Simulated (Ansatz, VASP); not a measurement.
Two plane-wave programs on ZnS

Contents of INCAR:

```
PREC     = Accurate       # precision mode
ENCUT    = 520            # plane-wave cutoff, eV
EDIFF    = 1E-6           # SCF threshold, eV
ISMEAR   = 0              # smearing method
SIGMA    = 0.05           # smearing width, eV
LREAL    = False          # projectors in reciprocal space
LASPH    = True           # aspherical terms in the spheres
NELM     = 80             # most SCF steps
ALGO     = Normal         # electronic algorithm
ISIF     = 2              # what is computed and relaxed
LWAVE    = False          # write WAVECAR
LCHARG   = True           # write CHGCAR
GGA      = PE             # functional
LELF     = True           # ELF
LVHAR    = True         
NBANDS   = 46             # bands
```

The input KPOINTS:

```
Automatic mesh
0
Gamma
  9 9 4
```

Contents of POSCAR:

```
ZnS
1.0
    3.9465151352      0.0000000000      0.0000000000
   -1.9732575676      3.4177823635      0.0000000000
    0.0000000000      0.0000000000     12.9166473715
Zn S
4 4
Direct
    0.0000000000      0.0000000000      0.0000492057
    0.0000000000      0.0000000000      0.5000492057
    0.3333333333      0.6666666667      0.2500242903
    0.6666666667      0.3333333333      0.7500242903
    0.0000000000      0.0000000000      0.1872905901
    0.0000000000      0.0000000000      0.6872905901
    0.3333333333      0.6666666667      0.4376359138
    0.6666666667      0.3333333333      0.9376359138
```

Input for Ansatz:

```yaml
crystal:
  lattice:
    - [3.9465151352, 0.0, 0.0]
    - [-1.9732575676, 3.4177823635, 0.0]
    - [0.0, 0.0, 12.9166473715]
  atoms:
    - { symbol: Zn, position: [0.0, 0.0, 4.92057e-05] }
    - { symbol: Zn, position: [0.0, 0.0, 0.5000492057] }
    - { symbol: Zn, position: [0.3333333333, 0.6666666667, 0.2500242903] }
    - { symbol: Zn, position: [0.6666666667, 0.3333333333, 0.7500242903] }
    - { symbol: S, position: [0.0, 0.0, 0.1872905901] }
    - { symbol: S, position: [0.0, 0.0, 0.6872905901] }
    - { symbol: S, position: [0.3333333333, 0.6666666667, 0.4376359138] }
    - { symbol: S, position: [0.6666666667, 0.3333333333, 0.9376359138] }
basis:
  ecutwfc: 520.0
kpoints:
  mp_grid: { grid: [9, 9, 4] }
hamiltonian:
  xc: pbe
scf:
  occupations: { method: gaussian, width: 0.05 }
output:
  forces: true
  stress: true
  eigenvalues: true
```

Alike in both runs: task single point; functional PBE; k mesh 9 × 9 × 4; occupations gaussian, width 0.05 eV; no spin polarisation.

|  | VASP | Ansatz |
| --- | --- | --- |
| version | VASP 6.6.1 | Ansatz 0.2.0 |
| potentials or method | VASP PAW PBE potentials, release 64 (Zn, S), cutoff 520 eV | scalar-relativistic, plane waves, PAW |
| valence electrons in the cell | 72 | 72 |

|  | VASP | Ansatz | Ansatz less VASP |
| --- | --- | --- | --- |
| gap on the k mesh at the Fermi level (eV) | 1.72 | 1.72 | +0.001 |
| least direct gap on the mesh (eV) | 1.72 | 1.72 | +0.001 |
| pressure (GPa) | -4.4 | -4.5 | -0.11 |

The functional is the same, so the differences come from potentials, cutoffs and numerics.
